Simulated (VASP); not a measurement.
# SnO2 in VASP: further runs

The runs below take SnO2 through single point, with PBE.

All numbers are computed with VASP 6.6.1; they aren't measurements. Logs are shortened: lines on timing, memory, paths and dates and some standing lists are left out, and cuts for length are marked.

## 1. The cell of the first run

The typed cell holds 6 atoms: a = 4.643 Å, b = 4.644 Å, c = 3.261 Å, α = 90.00°, β = 90.00°, γ = 90.00°.

## 2. Single point, PBE (epitaxial xy strain -2.5%)

INCAR

```
SYSTEM = SnO2
PREC = Accurate
ENCUT = 520
EDIFF = 1E-6
ISMEAR = -1
SIGMA = 0.02
LREAL = .False.
LASPH = .True.
NELM = 100
ALGO = Normal
ISIF = 2
LWAVE = .False.
LCHARG = .False.
GGA = PE
NBANDS = 35
```

KPOINTS

```
Automatic mesh
0
Gamma
  6 6 8
  0 0 0
```

POSCAR

```
SnO2
1.0
    4.6434058489      0.0000000000      0.0000000000
    0.0000000000      4.6435846124      0.0000000000
    0.0000000000      0.0000000000      3.2609101586
Sn O
2 4
Direct
    0.5000000000      0.5000000000      0.5000000000
    0.0000000000      0.0000000000      0.0000000000
    0.3064420397      0.3065071240      0.0000000000
    0.8064420397      0.1934928760      0.5000000000
    0.1935579603      0.8065071240      0.5000000000
    0.6935579603      0.6934928760      0.0000000000
```

Potentials or basis: VASP PAW PBE potentials, release 64 (Sn_d, O).

Launch:

```
$ cat potpaw_PBE.64/Sn_d/POTCAR potpaw_PBE.64/O/POTCAR > POTCAR
$ mpirun -np 1 vasp_std > vasp.out
```

OUTCAR:

```text
SYSTEM = SnO2
   PREC = Accurate
   ENCUT = 520
   EDIFF = 1E-6
   ISMEAR = -1
   LREAL = .False.
   LASPH = .True.
   NELM = 100
   ISIF = 2
   GGA = PE

 ion  position               nearest neighbor table
   1  0.500  0.500  0.500-   4 2.01   5 2.01   3 2.07   6 2.07   3 2.07   6 2.07   2 3.67   2 3.67
                             2 3.67   2 3.67   2 3.67   2 3.67   2 3.67   2 3.67
   2  0.000  0.000  0.000-   3 2.01   6 2.01   5 2.07   4 2.07   4 2.07   5 2.07   1 3.67   1 3.67
                             1 3.67   1 3.67   1 3.67   1 3.67   1 3.67   1 3.67
   3  0.306  0.307  0.000-   2 2.01   1 2.07   1 2.07
   4  0.806  0.193  0.500-   1 2.01   2 2.07   2 2.07
   5  0.194  0.807  0.500-   1 2.01   2 2.07   2 2.07
   6  0.694  0.693  0.000-   2 2.01   1 2.07   1 2.07

  LATTYP: Found a simple orthorhombic cell.
 ALAT       =     3.2609101586
 B/A-ratio  =     1.4239600673
 C/A-ratio  =     1.4240148874

  Lattice vectors:

 A1 = (   0.0000000000,   0.0000000000,   3.2609101586)
 A2 = (   4.6434058489,   0.0000000000,   0.0000000000)
 A3 = (   0.0000000000,   4.6435846124,   0.0000000000)

Analysis of symmetry for initial positions (statically):
=====================================================================
 Subroutine PRICEL returns:
 Original cell was already a primitive cell.

 Routine SETGRP: Setting up the symmetry group for a
 simple orthorhombic supercell.

 Subroutine GETGRP returns: Found  8 space group operations
 (whereof  4 operations were pure point group operations)
 out of a pool of  8 trial point group operations.

The static configuration has the point symmetry C_2h.
 The point group associated with its full space group is D_2h.

Analysis of symmetry for dynamics (positions and initial velocities):
=====================================================================
 Subroutine PRICEL returns:
 Original cell was already a primitive cell.

 Routine SETGRP: Setting up the symmetry group for a
 simple orthorhombic supercell.

 Subroutine GETGRP returns: Found  8 space group operations
 (whereof  4 operations were pure point group operations)
 out of a pool of  8 trial point group operations.

The dynamic configuration has the point symmetry C_2h.
 The point group associated with its full space group is D_2h.

 Subroutine INISYM returns: Found  8 space group operations
 (whereof  4 operations are pure point group operations),
 and found     1 'primitive' translations

----------------------------------------------------------------------------------------

                                     Primitive cell

  volume of cell :      70.3119

  direct lattice vectors                    reciprocal lattice vectors
     4.643405849  0.000000000  0.000000000     0.215359164  0.000000000  0.000000000
     0.000000000  4.643584612  0.000000000     0.000000000  0.215350873  0.000000000
     0.000000000  0.000000000  3.260910159     0.000000000  0.000000000  0.306662849

  length of vectors
     4.643405849  4.643584612  3.260910159     0.215359164  0.215350873  0.306662849

  position of ions in fractional coordinates (direct lattice)
     0.500000000  0.500000000  0.500000000
     0.000000000  0.000000000  0.000000000
     0.306442040  0.306507124  0.000000000
     0.806442040  0.193492876  0.500000000
     0.193557960  0.806507124  0.500000000
     0.693557960  0.693492876  0.000000000

  ion indices of the primitive-cell ions
   primitive index   ion index
                 1           1
                 2           2
                 3           3
                 4           4
                 5           5
                 6           6

----------------------------------------------------------------------------------------

 KPOINTS: Automatic mesh

Automatic generation of k-mesh.
 Grid dimensions read from file:
 generate k-points for:    6    6    8

 Generating k-lattice:

  Cartesian coordinates                     Fractional coordinates (reciprocal lattice)
     0.035893194  0.000000000  0.000000000     0.166666667  0.000000000  0.000000000
     0.000000000  0.035891812  0.000000000     0.000000000  0.166666667  0.000000000
     0.000000000  0.000000000  0.038332856     0.000000000  0.000000000  0.125000000

  Length of vectors
     0.035893194  0.035891812  0.038332856

  Shift w.r.t. Gamma in fractional coordinates (k-lattice)
     0.000000000  0.000000000  0.000000000

 Subroutine IBZKPT returns following result:
 ===========================================

 Found     80 irreducible k-points:

 Following reciprocal coordinates:
            Coordinates               Weight
  0.000000  0.000000  0.000000      1.000000
  0.166667  0.000000  0.000000      2.000000
  0.333333  0.000000  0.000000      2.000000
  0.500000  0.000000  0.000000      1.000000
  0.000000  0.166667  0.000000      2.000000
  0.166667  0.166667  0.000000      4.000000
[... 16 lines left out ...]
  0.333333  0.166667  0.125000      8.000000
  0.500000  0.166667  0.125000      4.000000
 [... further k-points ...]
   k-points           NKPTS =     80   k-points in BZ     NKDIM =     80   number of bands    NBANDS=     35
   number of dos      NEDOS =    301   number of ions     NIONS =      6
   total plane-waves  NPLWV =  31104
   dimension x,y,z NGX =    36 NGY =   36 NGZ =   24
   dimension x,y,z NGXF=    72 NGYF=   72 NGZF=   48
   ions per type =               2   4
   NGX,Y,Z   is equivalent  to a cutoff of  12.89, 12.89, 12.24 a.u.
   NGXF,Y,Z  is equivalent  to a cutoff of  25.78, 25.78, 24.47 a.u.
 SYSTEM =  SnO2
   PREC   = accura    normal or accurate (medium, high low for compatibility)
   ISTART =      0    job   : 0-new  1-cont  2-samecut
   ICHARG =      2    charge: 1-file 2-atom 10-const
   ISPIN  =      1    spin polarized calculation?
   LNONCOLLINEAR =      F non collinear calculations
   LSORBIT =      F    spin-orbit coupling
   LASPH  =      T    aspherical Exc in radial PAW
   ENCUT  =  520.0 eV  38.22 Ry    6.18 a.u.   8.63  8.63  6.06*2*pi/ulx,y,z
   NELM   =    100;   NELMIN=  2; NELMDL= -5     # of ELM steps
   EDIFF  = 0.1E-05   stopping-criterion for ELM
   LREAL  =      F    real-space projection
[... 7 lines left out ...]
   TEBEG  =    0.0;   TEEND  =   0.0 temperature during run
   PSTRESS=    0.0 pullay stress
   NELECT =      52.0000    total number of electrons
   NUPDOWN=      -1.0000    fix difference up-down
   EMIN   =  10.00;   EMAX   =-10.00  energy-range for DOS
   EFERMI =   0.00;   METHOD = LEGACY
   ISMEAR =    -1;   SIGMA  =   0.02  broadening in eV -4-tet -1-fermi 0-gaus
   EFERMI_NEDOS =   21; number of points for ismear=-14 and -15
   IALGO  =     38    algorithm
   IMIX   =      4    mixing-type and parameters
     AMIX     =   0.40;   BMIX     =  1.00
     AMIX_MAG =   1.60;   BMIX_MAG =  1.00
  volume/ion in A,a.u.               =      11.72        79.08
  Fermi-wavevector in a.u.,A,eV,Ry     =   1.480470  2.797683 29.821140  2.191792
  Thomas-Fermi vector in A             =   2.594500
   LORBIT       =      0    0 simple, 1 ext, 2 COOP (PROOUT), +10 PAW based schemes
   GGA     = PE    functional components
   LHFCALC =     F    Hartree Fock is set to
   AEXX    =    0.0000 exact exchange contribution
   IVDW    =     0    specifies the selected vdW correction
   LEPSILON=     F    determine dielectric tensor
   LRPA    =     F    only Hartree local field effects (RPA)
 non-spin polarized calculation
  energy-cutoff  :      520.00
  volume of cell :       70.31
 maximum number of plane-waves:      1912
 NGX is ok and might be reduce to    36
   NGX = 17   NGY = 17   NGZ = 13

 number of electron      52.0000008 magnetization

 Free energy of the ion-electron system (eV)
  ---------------------------------------------------
  ext. energy  EPLUGINS =         0.00000000
  ---------------------------------------------------
  free energy    TOTEN  =       -37.04455635 eV

  energy without entropy =      -37.04455635  energy(sigma->0) =      -37.04455635

 E-fermi :   6.7782     XC(G=0): -11.3712

 val. band max:        6.3530430366   @ k =   0.0000   0.0000   0.0000
 cond. band min:       7.6853593858   @ k =   0.0000   0.0000   0.0000
 fundamental gap:      1.3323163492
 Fermi energy:         6.7781668556

 k-point     1 :       0.0000    0.0000    0.0000
  band No.  band energies     occupation
      1     -14.7566      2.00000
      2     -13.8500      2.00000
      3     -13.6582      2.00000
      4     -13.6520      2.00000
      5     -13.6327      2.00000
      6     -13.6327      2.00000
[... 27 lines left out ...]
     34      19.0249      0.00000
     35      19.2501      0.00000

 k-point     2 :       0.1667    0.0000    0.0000
  band No.  band energies     occupation
      1     -14.7095      2.00000
      2     -13.9021      2.00000
      3     -13.6866      2.00000
      4     -13.6601      2.00000
      5     -13.6304      2.00000
      6     -13.6303      2.00000
[... 27 lines left out ...]
     34      19.0300      0.00000
     35      19.1844      0.00000

 k-point     3 :       0.3333    0.0000    0.0000
  band No.  band energies     occupation
      1     -14.5715      2.00000
      2     -14.1029      2.00000
      3     -13.6947      2.00000
      4     -13.6665      2.00000
      5     -13.6256      2.00000
      6     -13.6253      2.00000
[... 27 lines left out ...]
     34      19.0722      0.00000
     35      19.1322      0.00000
[... 723 lines left out ...]
 k-point    23 :       0.3333    0.1667    0.1250
  band No.  band energies     occupation
      1     -14.5175      2.00000
      2     -14.1671      2.00000
      3     -13.7724      2.00000
      4     -13.7634      2.00000
      5     -13.6164      2.00000
      6     -13.5856      2.00000
[... 27 lines left out ...]
     34      18.8924      0.00000
     35      19.0851      0.00000

 k-point    24 :       0.5000    0.1667    0.1250
  band No.  band energies     occupation
      1     -14.3605      2.00000
      2     -14.3605      2.00000
      3     -13.7697      2.00000
      4     -13.7697      2.00000
      5     -13.5983      2.00000
      6     -13.5983      2.00000
[... 27 lines left out ...]
     34      18.8349      0.00000
     35      19.1191      0.00000

 [... further k-points ...]
[... 5 lines left out ...]
  --------------------------------------------------------------------------------------
  -------------------------------------------------------------------------------------
  Total        7.1119379      7.1118380      4.4617629      0.0000000      0.0000000      0.0000000
  in kB      162.0577106    162.0554330    101.6689236      0.0000000      0.0000000      0.0000000
  external PRESSURE =     141.9273557 kB  Pullay stress =       0.0000000 kB

 VOLUME and BASIS-vectors are now :
 -----------------------------------------------------------------------------
  energy-cutoff  :      520.00
  volume of cell :       70.31
      direct lattice vectors                 reciprocal lattice vectors
     4.643405849  0.000000000  0.000000000     0.215359164  0.000000000  0.000000000
     0.000000000  4.643584612  0.000000000     0.000000000  0.215350873  0.000000000
     0.000000000  0.000000000  3.260910159     0.000000000  0.000000000  0.306662849

 POSITION                                       TOTAL-FORCE (eV/Angst)
 -----------------------------------------------------------------------------------
      2.32170      2.32179      1.63046         0.000000      0.000000      0.000000
      0.00000      0.00000      0.00000         0.000000      0.000000      0.000000
      1.42293      1.42329      0.00000        -0.000190     -0.000163      0.000000
      3.74464      0.89850      1.63046        -0.000190      0.000163      0.000000
      0.89877      3.74508      1.63046         0.000190     -0.000163     -0.000000
      3.22047      3.22029      0.00000         0.000190      0.000163     -0.000000
 -----------------------------------------------------------------------------------
    total drift:                                0.000000      0.000000     -0.000000

  FREE ENERGIE OF THE ION-ELECTRON SYSTEM (eV)
  ---------------------------------------------------
  free  energy   TOTEN  =       -37.0445563512 eV

  energy  without entropy=      -37.0445563512  energy(sigma->0) =      -37.04455635
```

Wall time 5 min (1 thread of AMD EPYC 7R13, shared host); peak memory 0.24 GiB.

What came out:

| Item | Value |
| --- | --- |
| Free energy | -37.0446 eV |
| Pressure | 14.2 GPa |
| Band gap on the k mesh | 1.33 eV, direct |

Stress tensor (GPa, compression positive):
```
16.21  0.00  0.00
 0.00 16.21  0.00
 0.00  0.00 10.17
```

Caveat: the cell differs from its parent crystal (epitaxial xy strain -2.5%); spin-orbit coupling is left out, which moves the levels of the heavy elements.

## 3. Single point, PBE

This run uses another cell than the first one, of 12.09 Å³/atom, 1.031 times its volume.

INCAR

```
  ALGO = Normal
  EDIFF = 1E-6
  ENCUT = 520
  GGA = PE
  ISIF = 2
  ISMEAR = -1
  LASPH = True
  LCHARG = True
  LELF = True
  LREAL = False
  LVHAR = True
  LWAVE = False
  NBANDS = 35
  NELM = 80
  PREC = Accurate
  SIGMA = 0.02
```

KPOINTS

```
k-points
0
Gamma
  6 6 8
```

POSCAR

```
SnO2
1.0
    4.7605145057      0.0000000000      0.0000000000
    0.0000000000      4.7606977778      0.0000000000
    0.0000000000      0.0000000000      3.2000514904
Sn O
2 4
Direct
    0.5000000000      0.5000000000      0.5000000000
    0.0000000000      0.0000000000      0.0000000000
    0.3058348105      0.3059224605      0.0000000000
    0.8058348105      0.1940775395      0.5000000000
    0.1941651895      0.8059224605      0.5000000000
    0.6941651895      0.6940775395      0.0000000000
```

Potentials or basis: VASP PAW PBE potentials, release 64 (Sn_d, O).

Launch:

```
$ cat potpaw_PBE.64/Sn_d/POTCAR potpaw_PBE.64/O/POTCAR > POTCAR
$ mpirun -np 1 vasp_std > vasp.out
```

Wall time 4.9 min (1 thread of AMD EPYC 7R13, shared host); peak memory 0.25 GiB.

The run converged. Its results:

- Free energy: -37.2284 eV
- Pressure: 8.4 GPa
- Largest force: 0.047 eV/Å
- Band gap on the k mesh: 1.09 eV, direct

Forces in eV/Å, atoms in the order of the input:
```
Sn   0.000  0.000  0.000
Sn   0.000  0.000  0.000
O   -0.033 -0.033  0.000
O   -0.033  0.033  0.000
O    0.033 -0.033  0.000
O    0.033  0.033  0.000
```

Stress tensor (GPa, compression positive):
```
7.74 0.00 0.00
0.00 7.74 0.00
0.00 0.00 9.73
```

Levels at points of the mesh, in eV from the valence-band top:
```tsv
k point	band 23	band 24	band 25	band 26	band 27	band 28	band 29	band 30
(0.00, 0.00, 0.00)	-1.24	-0.77	-0.77	0.00	1.09	6.07	6.26	6.26
(0.50, 0.00, 0.00)	-1.20	-1.20	-0.62	-0.62	4.29	4.29	7.03	7.03
(0.00, 0.50, 0.00)	-1.20	-1.20	-0.63	-0.63	4.29	4.29	7.03	7.03
(0.50, 0.50, 0.00)	-1.32	-1.32	-0.89	-0.89	4.71	4.71	7.44	7.44
(0.00, 0.00, 0.50)	-1.63	-1.63	-1.24	-1.24	6.03	6.03	9.65	9.65
(0.50, 0.00, 0.50)	-1.08	-1.08	-0.72	-0.72	6.30	6.30	7.94	7.94
(0.00, 0.50, 0.50)	-1.08	-1.08	-0.72	-0.72	6.30	6.30	7.94	7.94
(0.50, 0.50, 0.50)	-0.95	-0.95	-0.82	-0.82	4.71	4.71	8.85	8.85
```

Caveat: spin-orbit coupling is left out, which moves the levels of the heavy elements.

[end of part 1 of 2]
